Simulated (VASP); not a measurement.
The system is AlSb2Br2.

```xyz
5
Lattice="4.6180 0.0000 0.0000 -2.3090 3.9993 0.0000 0.0000 0.0000 7.8404" Properties=species:S:1:pos:R:3 pbc="T T T"
Al    0.0000    0.0000    0.0000
Sb    0.0000    2.6662    4.8610
Sb    2.3090    1.3331    2.9793
Br    0.0000    2.6662    2.0385
Br    2.3090    1.3331    5.8019
```

- Program: VASP 6.6.1
- Task: relaxation of cell and atoms
- Functional: PBE
- Potentials or basis: VASP PAW PBE potentials, release 64 (Al, Sb, Br)
- Cutoff: 600 eV
- k mesh: 6 × 6 × 2
- Occupations: gaussian, width 0.1 eV
- Spin: no spin polarisation

At the start: pressure 9.5 GPa; volume 28.96 Å³/atom.

Problem. Where does the relaxation end?

Solution. Over 27 steps the energy falls by 1186.4 meV/atom and the volume is 34.91 Å³/atom (+20.5 %); space group P-3m1 (No. 164, to 0.05 Å).

The path:
```
step  energy change (eV)  largest force (eV/Å)  pressure (GPa)  volume (Å³)
   1              0.0000                4.4362            9.48       144.80
   2             -2.2573                2.1828           -1.71       183.66
   3             -2.3189                2.1495           -2.64       191.36
   4             -3.3098                1.9585           -2.73       183.70
   5             -4.8008                1.5362            1.25       160.90
   6             -4.8154                0.7160           -0.07       164.60
   7             -4.8268                1.0159            0.39       163.21
   8             -5.1998                1.1813            0.03       162.47
   9             -5.8469                0.3799            1.66       156.41
  10             -5.7198                1.3112           -2.35       175.75
  11             -5.8787                0.3074            0.13       162.01
  12             -5.8788                0.2789            0.18       161.73
  13             -5.8942                0.1842           -0.10       165.92
  14             -5.8952                0.1959           -0.18       167.11
  15             -5.9037                0.1871            0.25       166.90
  16             -5.9048                0.2766            0.45       166.81
  17             -5.9083                0.2416            0.43       167.26
  18             -5.9167                0.1361            0.38       168.61
  19             -5.9213                0.1166            0.34       171.31
  20             -5.9218                0.0794            0.34       170.66
  21             -5.9242                0.0827            0.16       171.73
  22             -5.9253                0.1780           -0.16       173.56
  23             -5.9270                0.1378           -0.16       174.06
  24             -5.9295                0.0777           -0.17       175.56
  25             -5.9308                0.0560           -0.01       174.90
  26             -5.9311                0.0589            0.12       174.40
  27             -5.9319                0.0339            0.11       174.56
```

Final structure:
```cif
data_structure
_symmetry_space_group_name_H-M 'P 1'
_symmetry_Int_Tables_number 1
_cell_length_a 4.0859
_cell_length_b 4.0859
_cell_length_c 12.0731
_cell_angle_alpha 90.000
_cell_angle_beta 90.000
_cell_angle_gamma 120.000
_cell_volume 174.56
loop_
_atom_site_label
_atom_site_type_symbol
_atom_site_fract_x
_atom_site_fract_y
_atom_site_fract_z
_atom_site_occupancy
Al1 Al 0.00000 0.00000 0.00000 1
Sb1 Sb 0.33333 0.66667 0.56845 1
Sb2 Sb 0.66667 0.33333 0.43155 1
Br1 Br 0.33333 0.66667 0.11994 1
Br2 Br 0.66667 0.33333 0.88006 1
```

Caveat: the k points lie up to 0.30 Å⁻¹ apart in the final cell; the volume moved by over 15 % at a fixed basis, so the end points are rough; this functional lacks dispersion, which binds the layers, so the pressure and a relaxed spacing across them are unreliable; an odd number of electrons without spin polarisation forces a metal; a magnetic or distorted state may lie lower.
